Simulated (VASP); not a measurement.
A run of VASP 6.6.1 is set up as follows.

Contents of INCAR:

```
SYSTEM = Re
PREC     = Accurate       ! precision mode
ENCUT    = 520            ! plane-wave cutoff, eV
EDIFF    = 1E-8           ! SCF threshold, eV
ISMEAR   = -1             ! smearing method
SIGMA    = 0.03           ! smearing width, eV
LREAL    = .False.        ! projectors in reciprocal space
LASPH    = .True.         ! aspherical terms in the spheres
NELM     = 60             ! most SCF steps
ALGO     = Normal         ! electronic algorithm
ISIF     = 2              ! what is computed and relaxed
LWAVE    = .False.        ! write WAVECAR
LCHARG   = .False.        ! write CHGCAR
LEFG     = .True.       
NBANDS   = 10             ! bands
```

Contents of KPOINTS:

```
regular mesh
0
Gamma
  14 14 14
  0 0 0
```

File POSCAR:

```
Re
1.0
    0.0000000000      1.9350255327      1.9350255327
    1.9350255327      0.0000000000      1.9350255327
    1.9350255327      1.9350255327      0.0000000000
Re
1
Direct
    0.0000000000      0.0000000000      0.0000000000
```

Potentials or basis: VASP PAW LDA potentials, release 64 (Re).

Run with:

```console
$ cat potpaw_LDA.64/Re/POTCAR > POTCAR
$ mpirun -np 1 vasp_std > vasp.out
```

Question: What does it give for the pressure?

Answer: -1.9 GPa.

Caveat: without QUAD_EFG the Cq values of the log hold for a quadrupole moment of 1 mb, not for the nuclei.
